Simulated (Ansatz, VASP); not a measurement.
**Two plane-wave programs on Si**

```xyz
8
Lattice="-3.3134 3.3134 3.1828 3.3134 -3.3134 3.1828 3.3134 3.3134 -3.1828" Properties=species:S:1:pos:R:3 pbc="T T T"
Si    0.6721    0.6721    0.6456
Si   -0.6721    2.6412    0.6456
Si    0.6721   -0.6721    2.5372
Si    2.6412    0.6721   -0.6456
Si    2.6412    2.6412    2.5372
Si    0.6721    3.9855   -0.6456
Si   -0.6721    0.6721    3.8285
Si    3.9855   -0.6721    0.6456
```

Alike in both runs: task single point; functional PBE; k mesh 10 × 10 × 10; occupations gaussian, width 0.15 eV; no spin polarisation.

|  | VASP | Ansatz |
| --- | --- | --- |
| version | VASP 6.6.1 | Ansatz 0.2.0 |
| potentials or method | VASP PAW PBE potentials, release 64 (Si), cutoff 520 eV | scalar-relativistic, plane waves, PAW |
| valence electrons in the cell | 32 | 32 |

```csv
,VASP,Ansatz,Ansatz less VASP
gap on the k mesh at the Fermi level (eV),none,none,-
pressure (GPa),5.8,5.9,+0.09
"traceless stress, the component that is largest in VASP (GPa)",4.23,4.22,-0.005
rms of the force components (eV/Å),0.235,0.236,+0.0013
```

Atom by atom the forces differ by 0.001 eV/Å (rms over components). A gap of «none» marks a metal or a gap that the smearing closes.
